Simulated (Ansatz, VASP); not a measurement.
# CoO in VASP and in Ansatz

Contents of INCAR:

```
SYSTEM = CoO
PREC = Accurate
ENCUT = 600
EDIFF = 1E-6
ISMEAR = -1
SIGMA = 0.05
LREAL = .FALSE.
LASPH = .TRUE.
NELM = 200
ALGO = Normal
ISIF = 2
LWAVE = .FALSE.
LCHARG = .FALSE.
ISPIN = 2
MAGMOM = 4 0
LORBIT = 11
NUPDOWN = 4.0
LMAXMIX = 4
GGA = PE
NBANDS = 22
GGA_COMPAT = .FALSE.
```

The input KPOINTS:

```
regular mesh
0
G
  9 9 9
  0 0 0
```

POSCAR

```
CoO
1.0
    1.5054695445      0.8691832468      2.4399269062
   -1.5054695445      0.8691832468      2.4399269062
    0.0000000000     -1.7383664936      2.4399269062
Co O
1 1
Direct
    0.0000000000      0.0000000000      0.0000000000
    0.5000000000      0.5000000000      0.5000000000
```

input.yaml

```yaml
crystal:
  lattice:
    - [1.5054695445, 0.8691832468, 2.4399269062]
    - [-1.5054695445, 0.8691832468, 2.4399269062]
    - [0.0, -1.7383664936, 2.4399269062]
  atoms:
    - { symbol: Co, position: [0.0, 0.0, 0.0], spin: 4.0 }
    - { symbol: O, position: [0.5, 0.5, 0.5] }
hamiltonian:
  xc: pbe
  pseudopotentials: { kind: paw }
magnetization:
  spin_polarized: true
  initial_magnetization: 4.0
  spin_locking: { lock_magnetization: hard }
kpoints:
  mp_grid: { grid: [9, 9, 9] }
scf:
  occupations: { method: fermi_dirac, width: 0.05 }
  lower_state_search: "off"
output:
  forces: true
  stress: true
  eigenvalues: true
```

Alike in both runs: task single point; functional PBE; k mesh 9 × 9 × 9; occupations fermi-dirac, width 0.05 eV; collinear spin; fixed moment 4 μB.

|  | VASP | Ansatz |
| --- | --- | --- |
| version | VASP 6.6.1 | Ansatz 0.2.0 |
| potentials or method | VASP PAW PBE potentials, release 64 (Co_sv, O) | Ansatz PAW |
| plane-wave cutoff (eV) | 600 | 420 |
| valence electrons in the cell | 23 | 23 |

Ansatz gave:

| Item | Value |
| --- | --- |
| pressure (GPa) | 24.8 |
| traceless stress, the component that is largest in VASP (GPa) | -0.28 |
| net moment per atom (μB) | 2.00 |
| size of the moment on the site where the two differ most (μB) | 2.91 |

Task: Estimate VASP's values.

Result: Pressure (GPa): 22.6; traceless stress, the component that is largest in VASP (GPa): -0.32; net moment per atom (μB): 2.00; size of the moment on the site where the two differ most (μB): 2.96.

Site moments also hang on the region over which each program counts them. The functional is the same, so the differences come from potentials, cutoffs and numerics.
